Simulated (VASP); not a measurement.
# KBr: single point with r2SCAN

Crystal: KBr.

```
K Br
1.0
     0.00000    3.23502    3.23502
     3.23502    0.00000    3.23502
     3.23502    3.23502    0.00000
K Br
1 1
Direct
  0.00000 0.00000 0.00000
  0.50000 0.50000 0.50000
```

This cell differs from its parent crystal: volume changed by -6%.

* Program: VASP 6.6.1
* Task: single point
* Functional: r2SCAN
* Potentials or basis: VASP PAW PBE potentials, release 64 (K_sv, Br)
* Cutoff: 520 eV
* k mesh: 6 × 6 × 6
* Occupations: gaussian, width 0.01 eV
* Spin: no spin polarisation

* Pressure: 1.2 GPa
* Band gap on the k mesh: 5.26 eV, direct

Levels at points of the mesh, in eV from the valence-band top:
| k point | band 6 | band 7 | band 8 | band 9 | band 10 | band 11 |
| --- | --- | --- | --- | --- | --- | --- |
| (0.00, 0.00, 0.00) | 0.00 | 0.00 | 0.00 | 5.26 | 8.24 | 8.24 |
| (0.50, 0.00, 0.00) | -1.29 | -0.38 | -0.38 | 7.26 | 9.09 | 10.69 |
| (0.50, 0.50, 0.00) | -0.89 | -0.31 | -0.31 | 6.28 | 8.26 | 10.30 |

Run time: 5.9 min on 1 thread of AMD EPYC 7R13, on a shared host, peak memory 0.2 GiB.

Caveat: the PAW data sets were made with another functional, which shifts forces and pressure a little.
